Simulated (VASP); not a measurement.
# TiAl3 (P6_3/mmc) in VASP: a series of runs

TiAl3 is run at these levels: PBE; tasks: single point.

Everything below comes from runs of VASP 6.6.1. Logs are shortened: lines on timing, memory, paths and dates and some standing lists are left out, and cuts for length are marked.

### Step 1. The cell of the first run

The structure is hexagonal, space group P6_3/mmc (No. 194). The conventional cell has a = 5.596 Å, b = 5.596 Å, c = 4.672 Å, α = 90.00°, β = 90.00°, γ = 120.00°. Ti (site symmetry -6m2) has 12 Al at 2.80 to 2.85 Å within 3.7 Å. Within 3.7 Å of Al (site symmetry mm2) lie 8 Al at 2.78 to 2.83 Å and 4 Ti at 2.80 to 2.85 Å.

The cell was built from a structure type or drawn by symmetry, and may not be a known phase.

### Step 2. Single point, PBE

The input, INCAR:

```
SYSTEM = TiAl3
PREC     = Accurate       ! precision mode
ENCUT    = 520            ! plane-wave cutoff, eV
EDIFF    = 1E-6           ! SCF threshold, eV
ISMEAR   = 0              ! smearing method
SIGMA    = 0.1            ! smearing width, eV
LREAL    = .FALSE.        ! projectors in reciprocal space
LASPH    = .TRUE.         ! aspherical terms in the spheres
NELM     = 100            ! most SCF steps
ALGO     = Normal         ! electronic algorithm
ISIF     = 2              ! what is computed and relaxed
LWAVE    = .FALSE.        ! write WAVECAR
LCHARG   = .TRUE.         ! write CHGCAR
GGA      = PE             ! functional
LELF     = .TRUE.         ! ELF
LVHAR    = .TRUE.       
NBANDS   = 31             ! bands
```

The input, KPOINTS:

```
regular mesh
0
G
  3 3 4
  0 0 0
```

The input, POSCAR:

```
TiAl3
1.0
    5.5962691589     -0.0000000027      0.0000000000
   -2.7981345771      4.8465112594      0.0000000000
    0.0000000000      0.0000000000      4.6720900896
Ti Al
2 6
Direct
    0.6666666667      0.3333333333      0.2500000000
    0.3333333333      0.6666666667      0.7500000000
    0.1654782973      0.3309565945      0.2500000000
    0.1654782973      0.8345217027      0.2500000000
    0.6690434055      0.8345217027      0.2500000000
    0.3309565945      0.1654782973      0.7500000000
    0.8345217027      0.1654782973      0.7500000000
    0.8345217027      0.6690434055      0.7500000000
```

Potentials or basis: VASP PAW PBE potentials, release 64 (Ti_sv, Al).

Command:

```bash
$ cat potpaw_PBE.64/Ti_sv/POTCAR potpaw_PBE.64/Al/POTCAR > POTCAR
$ mpirun -np 1 vasp_std > vasp.out
```

OUTCAR:

```text
SYSTEM = TiAl3
   PREC = Accurate
   ENCUT = 520
   EDIFF = 1E-6
   ISMEAR = 0
   LREAL = .FALSE.
   LASPH = .TRUE.
   NELM = 100
   ISIF = 2
   GGA = PE

 ion  position               nearest neighbor table
   1  0.667  0.333  0.250-   3 2.80   3 2.80   5 2.80   5 2.80   4 2.80   4 2.80   7 2.85   7 2.85
                             6 2.85   6 2.85   8 2.85   8 2.85
   2  0.333  0.667  0.750-   8 2.80   8 2.80   6 2.80   6 2.80   7 2.80   7 2.80   4 2.85   4 2.85
                             5 2.85   5 2.85   3 2.85   3 2.85
   3  0.165  0.331  0.250-   4 2.78   5 2.78   1 2.80   1 2.80   4 2.82   5 2.82   6 2.83   6 2.83
                             7 2.83   7 2.83   2 2.85   2 2.85
   4  0.165  0.835  0.250-   5 2.78   3 2.78   1 2.80   1 2.80   5 2.82   3 2.82   8 2.83   8 2.83
                             6 2.83   6 2.83   2 2.85   2 2.85
   5  0.669  0.835  0.250-   4 2.78   3 2.78   1 2.80   1 2.80   4 2.82   3 2.82   8 2.83   8 2.83
                             7 2.83   7 2.83   2 2.85   2 2.85
   6  0.331  0.165  0.750-   7 2.78   8 2.78   2 2.80   2 2.80   7 2.82   8 2.82   3 2.83   3 2.83
                             4 2.83   4 2.83   1 2.85   1 2.85
   7  0.835  0.165  0.750-   6 2.78   8 2.78   2 2.80   2 2.80   6 2.82   8 2.82   3 2.83   3 2.83
                             5 2.83   5 2.83   1 2.85   1 2.85
   8  0.835  0.669  0.750-   7 2.78   6 2.78   2 2.80   2 2.80   7 2.82   6 2.82   5 2.83   5 2.83
                             4 2.83   4 2.83   1 2.85   1 2.85

  LATTYP: Found a hexagonal cell.
 ALAT       =     5.5962691589
 C/A-ratio  =     0.8348580022

  Lattice vectors:

 A1 = (   5.5962691589,  -0.0000000027,   0.0000000000)
 A2 = (  -2.7981345771,   4.8465112594,   0.0000000000)
 A3 = (   0.0000000000,   0.0000000000,   4.6720900896)

Analysis of symmetry for initial positions (statically):
=====================================================================
 Subroutine PRICEL returns:
 Original cell was already a primitive cell.

 Routine SETGRP: Setting up the symmetry group for a
 hexagonal supercell.

 Subroutine GETGRP returns: Found 24 space group operations
 (whereof 12 operations were pure point group operations)
 out of a pool of 24 trial point group operations.

The static configuration has the point symmetry D_3d.
 The point group associated with its full space group is D_6h.

Analysis of symmetry for dynamics (positions and initial velocities):
=====================================================================
 Subroutine PRICEL returns:
 Original cell was already a primitive cell.

 Routine SETGRP: Setting up the symmetry group for a
 hexagonal supercell.

 Subroutine GETGRP returns: Found 24 space group operations
 (whereof 12 operations were pure point group operations)
 out of a pool of 24 trial point group operations.

The dynamic configuration has the point symmetry D_3d.
 The point group associated with its full space group is D_6h.

 Subroutine INISYM returns: Found 24 space group operations
 (whereof 12 operations are pure point group operations),
 and found     1 'primitive' translations

----------------------------------------------------------------------------------------

                                     Primitive cell

  volume of cell :     126.7182

  direct lattice vectors                    reciprocal lattice vectors
     5.596269159 -0.000000003  0.000000000     0.178690476  0.103166994  0.000000000
    -2.798134577  4.846511259  0.000000000     0.000000000  0.206333989  0.000000000
     0.000000000  0.000000000  4.672090090     0.000000000  0.000000000  0.214036969

  length of vectors
     5.596269159  5.596269159  4.672090090     0.206333989  0.206333989  0.214036969

  position of ions in fractional coordinates (direct lattice)
     0.666666667  0.333333333  0.250000000
     0.333333333  0.666666667  0.750000000
     0.165478297  0.330956595  0.250000000
     0.165478297  0.834521703  0.250000000
     0.669043405  0.834521703  0.250000000
     0.330956595  0.165478297  0.750000000
     0.834521703  0.165478297  0.750000000
     0.834521703  0.669043405  0.750000000

  ion indices of the primitive-cell ions
   primitive index   ion index
                 1           1
                 2           2
                 3           3
                 4           4
                 5           5
                 6           6
                 7           7
                 8           8

----------------------------------------------------------------------------------------

 KPOINTS: regular mesh

Automatic generation of k-mesh.
 Grid dimensions read from file:
 generate k-points for:    3    3    4

 Generating k-lattice:

  Cartesian coordinates                     Fractional coordinates (reciprocal lattice)
     0.059563492  0.034388998  0.000000000     0.333333333  0.000000000  0.000000000
     0.000000000  0.068777996  0.000000000    -0.000000000  0.333333333  0.000000000
     0.000000000  0.000000000  0.053509242     0.000000000  0.000000000  0.250000000

  Length of vectors
     0.068777996  0.068777996  0.053509242

  Shift w.r.t. Gamma in fractional coordinates (k-lattice)
     0.000000000  0.000000000  0.000000000

 Subroutine IBZKPT returns following result:
 ===========================================

 Found      9 irreducible k-points:

 Following reciprocal coordinates:
            Coordinates               Weight
  0.000000  0.000000  0.000000      1.000000
  0.333333  0.000000  0.000000      6.000000
  0.333333  0.333333  0.000000      2.000000
  0.000000  0.000000  0.250000      2.000000
  0.333333  0.000000  0.250000     12.000000
  0.333333  0.333333  0.250000      4.000000
  0.000000  0.000000  0.500000      1.000000
  0.333333  0.000000  0.500000      6.000000
  0.333333  0.333333  0.500000      2.000000
   k-points           NKPTS =      9   k-points in BZ     NKDIM =      9   number of bands    NBANDS=     31
   number of dos      NEDOS =    301   number of ions     NIONS =      8
   total plane-waves  NPLWV =  63504
   dimension x,y,z NGX =    42 NGY =   42 NGZ =   36
   dimension x,y,z NGXF=    84 NGYF=   84 NGZF=   72
   ions per type =               2   6
   NGX,Y,Z   is equivalent  to a cutoff of  12.48, 12.48, 12.81 a.u.
   NGXF,Y,Z  is equivalent  to a cutoff of  24.95, 24.95, 25.62 a.u.
 SYSTEM =  TiAl3
   PREC   = accura    normal or accurate (medium, high low for compatibility)
   ISTART =      0    job   : 0-new  1-cont  2-samecut
   ICHARG =      2    charge: 1-file 2-atom 10-const
   ISPIN  =      1    spin polarized calculation?
   LNONCOLLINEAR =      F non collinear calculations
   LSORBIT =      F    spin-orbit coupling
   LASPH  =      T    aspherical Exc in radial PAW
   ENCUT  =  520.0 eV  38.22 Ry    6.18 a.u.  10.41 10.41  8.69*2*pi/ulx,y,z
   NELM   =    100;   NELMIN=  2; NELMDL= -5     # of ELM steps
   EDIFF  = 0.1E-05   stopping-criterion for ELM
   LREAL  =      F    real-space projection
   EDIFFG = 0.1E-04   stopping-criterion for IOM
   NSW    =      0    number of steps for IOM
   IBRION =     -1    ionic relax: 0-MD 1-quasi-New 2-CG
   NFREE  =      0    steps in history (QN), initial steepest desc. (CG)
   ISIF   =      2    stress and relaxation
   ISYM   =      2    0-nonsym 1-usesym 2-fastsym
   POTIM  = 0.5000    time-step for ionic-motion
   TEBEG  =    0.0;   TEEND  =   0.0 temperature during run
   PSTRESS=    0.0 pullay stress
   NELECT =      42.0000    total number of electrons
   NUPDOWN=      -1.0000    fix difference up-down
   EMIN   =  10.00;   EMAX   =-10.00  energy-range for DOS
   EFERMI =   0.00;   METHOD = LEGACY
   ISMEAR =     0;   SIGMA  =   0.10  broadening in eV -4-tet -1-fermi 0-gaus
   EFERMI_NEDOS =   21; number of points for ismear=-14 and -15
   IALGO  =     38    algorithm
   IMIX   =      4    mixing-type and parameters
     AMIX     =   0.40;   BMIX     =  1.00
     AMIX_MAG =   1.60;   BMIX_MAG =  1.00
  volume/ion in A,a.u.               =      15.84       106.89
  Fermi-wavevector in a.u.,A,eV,Ry     =   1.132952  2.140969 17.464175  1.283581
  Thomas-Fermi vector in A             =   2.269654
   LORBIT       =      0    0 simple, 1 ext, 2 COOP (PROOUT), +10 PAW based schemes
   GGA     = PE    functional components
   LHFCALC =     F    Hartree Fock is set to
   AEXX    =    0.0000 exact exchange contribution
   IVDW    =     0    specifies the selected vdW correction
   LEPSILON=     F    determine dielectric tensor
   LRPA    =     F    only Hartree local field effects (RPA)
 non-spin polarized calculation
 Gauss-broadening in eV      SIGMA  =   0.10
  energy-cutoff  :      520.00
  volume of cell :      126.72
 maximum number of plane-waves:      3437
 NGX is ok and might be reduce to    42
   NGX = 21   NGY = 21   NGZ = 17

 number of electron      42.0000006 magnetization

 Free energy of the ion-electron system (eV)
  ---------------------------------------------------
  ext. energy  EPLUGINS =         0.00000000
  ---------------------------------------------------
  free energy    TOTEN  =       -40.87083591 eV

  energy without entropy =      -40.86128197  energy(sigma->0) =      -40.86605894

 E-fermi :   8.6097     XC(G=0): -10.7391

 val. band max:        8.5149059313   @ k =   0.3333   0.0000   0.5000
 cond. band min:       8.7358337060   @ k =   0.3333   0.3333   0.5000
 fundamental gap:      0.2209277747
 Fermi energy:         8.6097011823

 k-point     1 :       0.0000    0.0000    0.0000
  band No.  band energies     occupation
      1     -48.2158      2.00000
      2     -48.2138      2.00000
      3     -24.5435      2.00000
      4     -24.5435      2.00000
      5     -24.5304      2.00000
      6     -24.5304      2.00000
[... 23 lines left out ...]
     30      11.9311      0.00000
     31      11.9485      0.00000

 k-point     2 :       0.3333    0.0000    0.0000
  band No.  band energies     occupation
      1     -48.2153      2.00000
      2     -48.2142      2.00000
      3     -24.5450      2.00000
      4     -24.5422      2.00000
      5     -24.5328      2.00000
      6     -24.5292      2.00000
[... 23 lines left out ...]
     30      11.5506      0.00000
     31      11.9633      0.00000

 k-point     3 :       0.3333    0.3333    0.0000
  band No.  band energies     occupation
      1     -48.2147      2.00000
      2     -48.2147      2.00000
      3     -24.5466      2.00000
      4     -24.5375      2.00000
      5     -24.5375      2.00000
      6     -24.5283      2.00000
[... 23 lines left out ...]
     30      11.5099      0.00000
     31      12.0688      0.00000

 k-point     4 :       0.0000    0.0000    0.2500
  band No.  band energies     occupation
      1     -48.2154      2.00000
      2     -48.2140      2.00000
      3     -24.5414      2.00000
      4     -24.5414      2.00000
      5     -24.5322      2.00000
      6     -24.5322      2.00000
[... 23 lines left out ...]
     30      11.6949      0.00000
     31      11.6949      0.00000

 k-point     5 :       0.3333    0.0000    0.2500
  band No.  band energies     occupation
      1     -48.2151      2.00000
      2     -48.2143      2.00000
      3     -24.5425      2.00000
      4     -24.5411      2.00000
      5     -24.5345      2.00000
      6     -24.5314      2.00000
[... 23 lines left out ...]
     30      11.9157      0.00000
     31      12.2072      0.00000

 k-point     6 :       0.3333    0.3333    0.2500
  band No.  band energies     occupation
      1     -48.2147      2.00000
      2     -48.2147      2.00000
      3     -24.5438      2.00000
      4     -24.5380      2.00000
      5     -24.5380      2.00000
      6     -24.5309      2.00000
[... 23 lines left out ...]
     30      11.4460      0.00000
     31      12.4512      0.00000

 k-point     7 :       0.0000    0.0000    0.5000
  band No.  band energies     occupation
      1     -48.2147      2.00000
      2     -48.2147      2.00000
      3     -24.5366      2.00000
      4     -24.5366      2.00000
      5     -24.5366      2.00000
      6     -24.5366      2.00000
[... 23 lines left out ...]
     30      11.9013      0.00000
     31      11.9013      0.00000

 k-point     8 :       0.3333    0.0000    0.5000
  band No.  band energies     occupation
      1     -48.2147      2.00000
      2     -48.2147      2.00000
      3     -24.5381      2.00000
      4     -24.5381      2.00000
      5     -24.5368      2.00000
      6     -24.5368      2.00000
[... 23 lines left out ...]
     30      11.6266      0.00000
     31      12.4273      0.00000

 k-point     9 :       0.3333    0.3333    0.5000
  band No.  band energies     occupation
      1     -48.2147      2.00000
      2     -48.2147      2.00000
      3     -24.5386      2.00000
      4     -24.5386      2.00000
      5     -24.5372      2.00000
      6     -24.5372      2.00000
[... 23 lines left out ...]
     30      11.1163      0.00000
     31      13.6026      0.00000

------------------------ aborting loop because EDIFF is reached ----------------------------------------

  FORCE on cell =-STRESS in cart. coord.  units (eV):
  Direction    XX          YY          ZZ          XY          YZ          ZX
  --------------------------------------------------------------------------------------
  -------------------------------------------------------------------------------------
  Total       -0.0450196     -0.0450196     -0.0330809     -0.0000000      0.0000000      0.0000000
  in kB       -0.5692109     -0.5692109     -0.4182629     -0.0000000      0.0000000      0.0000000
  external PRESSURE =      -0.5188949 kB  Pullay stress =       0.0000000 kB

 VOLUME and BASIS-vectors are now :
 -----------------------------------------------------------------------------
  energy-cutoff  :      520.00
  volume of cell :      126.72
      direct lattice vectors                 reciprocal lattice vectors
     5.596269159 -0.000000003  0.000000000     0.178690476  0.103166994  0.000000000
    -2.798134577  4.846511259  0.000000000     0.000000000  0.206333989  0.000000000
     0.000000000  0.000000000  4.672090090     0.000000000  0.000000000  0.214036969

 POSITION                                       TOTAL-FORCE (eV/Angst)
 -----------------------------------------------------------------------------------
      2.79813      1.61550      1.16802        -0.000000      0.000000     -0.000000
      0.00000      3.23101      3.50407         0.000000     -0.000000     -0.000000
      0.00000      1.60398      1.16802        -0.000000     -0.008832      0.000000
     -1.40904      4.04452      1.16802        -0.007649      0.004416      0.000000
      1.40904      4.04452      1.16802         0.007649      0.004416      0.000000
      1.38909      0.80199      3.50407        -0.007649     -0.004416     -0.000000
      4.20718      0.80199      3.50407         0.007649     -0.004416     -0.000000
      2.79813      3.24253      3.50407         0.000000      0.008832     -0.000000
 -----------------------------------------------------------------------------------
    total drift:                               -0.000000      0.000000      0.000000

  FREE ENERGIE OF THE ION-ELECTRON SYSTEM (eV)
  ---------------------------------------------------
  free  energy   TOTEN  =       -40.8708359082 eV

  energy  without entropy=      -40.8612819738  energy(sigma->0) =      -40.86605894
```

Run time: 26 s. Hardware: 1 thread of AMD EPYC 9R45 (Zen 5), shared host; peak memory 0.21 GiB.

What came out:

* Free energy: -40.8708 eV
* Pressure: -0.1 GPa
* Largest force: 0.009 eV/Å
* Band gap on the k mesh: zero (bands 21 and 22 overlap by 1.05 eV)

Forces on the atoms (eV/Å):
```
Ti   0.000  0.000  0.000
Ti   0.000  0.000  0.000
Al   0.000 -0.009  0.000
Al  -0.008  0.004  0.000
Al   0.008  0.004  0.000
Al  -0.008 -0.004  0.000
Al   0.008 -0.004  0.000
Al   0.000  0.009  0.000
```

Levels at points of the mesh, in eV from the Fermi level:
| k point | band 19 | band 20 | band 21 | band 22 | band 23 | band 24 |
| --- | --- | --- | --- | --- | --- | --- |
| (0.00, 0.00, 0.00) | -1.08 | -0.58 | -0.58 | -0.13 | -0.13 | 0.53 |
| (0.00, 0.00, 0.50) | -2.72 | -2.72 | -0.62 | -0.62 | 1.18 | 1.18 |

Caveat: the k points lie up to 0.43 Å⁻¹ apart, too coarse for converged energies and pressures of a metal.

(Part 1 of 2 ends here.)
